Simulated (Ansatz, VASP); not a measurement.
**Sr in VASP and in Ansatz**

```
Sr
1.0
     0.00000    3.00589    3.00589
     3.00589    0.00000    3.00589
     3.00589    3.00589    0.00000
Sr
1
Direct
  0.00000 0.00000 0.00000
```

Alike in both runs: task single point; functional PBEsol; k mesh 15 × 15 × 15; occupations fermi-dirac, width 0.1 eV; no spin polarisation.

```csv
,VASP,Ansatz
version,VASP 6.6.1,Ansatz 0.2.0
potentials or method,"VASP PAW PBE potentials, release 64 (Sr_sv), cutoff 520 eV","plane waves (420 eV) with PAW, scalar-relativistic"
valence electrons in the cell,10,10
```

```csv
,VASP,Ansatz,Ansatz less VASP
pressure (GPa),-0.4,-0.5,-0.01
```

VASP's potentials were made for PBE, not for PBEsol, and Ansatz warns of the same on its side.
